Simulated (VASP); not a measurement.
Write the native input for VASP 6.6.1 that does the following.

```yaml
Task: single point
Functional: r2SCAN
Potentials_or_basis: VASP PAW PBE potentials, release 64 (Sn_d)
Cutoff: 520 eV
k_mesh: 20 × 20 × 20
Occupations: gaussian, width 0.15 eV
Spin: no spin polarisation
Dipole_correction: no
Further_INCAR_settings: ALGO = Normal; EDIFF = 1e-07; NBANDS = 13
```

Crystal: Sn.

```
CELL_PARAMETERS angstrom
-1.92061 1.92061 1.84378
1.92061 -1.92061 1.84378
1.92061 1.92061 -1.84378
ATOMIC_POSITIONS crystal
Sn 0.00000 0.00000 0.00000
```

This cell differs from its parent crystal: ratio of the length along z to the lengths across it x 0.96, volume and fractional coordinates fixed.

One way to write it, as run:

POSCAR

```
Sn
1.0
   -1.9206091793      1.9206091793      1.8437848121
    1.9206091793     -1.9206091793      1.8437848121
    1.9206091793      1.9206091793     -1.8437848121
Sn
1
Direct
    0.0000000000      0.0000000000      0.0000000000
```

INCAR.step1

```
ALGO = Normal
EDIFF = 1E-4
ENCUT = 520
GGA = PE
ISMEAR = 0
LASPH = True
LCHARG = False
LREAL = False
LWAVE = True
NBANDS = 13
NELM = 80
PREC = Accurate
SIGMA = 0.15
```

INCAR.step2

```
ALGO = Normal
EDIFF = 1E-7
ENCUT = 520
ISIF = 2
ISMEAR = 0
ISTART = 1
LASPH = True
LCHARG = False
LMIXTAU = True
LREAL = False
LWAVE = False
METAGGA = R2SCAN
NBANDS = 13
NELM = 80
PREC = Accurate
SIGMA = 0.15
```

KPOINTS

```
k-points
0
Gamma
  20 20 20
```

Potentials or basis: VASP PAW PBE potentials, release 64 (Sn_d).

The run is started by

```bash
$ cat potpaw_PBE.64/Sn_d/POTCAR > POTCAR
$ cp INCAR.step1 INCAR
$ mpirun -np 1 vasp_std > vasp.out
$ cp INCAR.step2 INCAR
$ mpirun -np 1 vasp_std > vasp.out
```

It gave:

The pressure is -0.6 GPa and the band gap on the k mesh is zero (band 7 reaches 16.32 eV, above the bottom of band 8 at 5.49 eV).

Caveat: the PAW data sets were made with another functional, which shifts forces and pressure a little; spin-orbit coupling is left out, which moves the levels of the heavy elements.

Run time: 5.8 min on 1 thread of Intel(R) Xeon(R) Platinum 8488C (Sapphire Rapids), with other jobs on the host, peak memory 0.32 GiB.
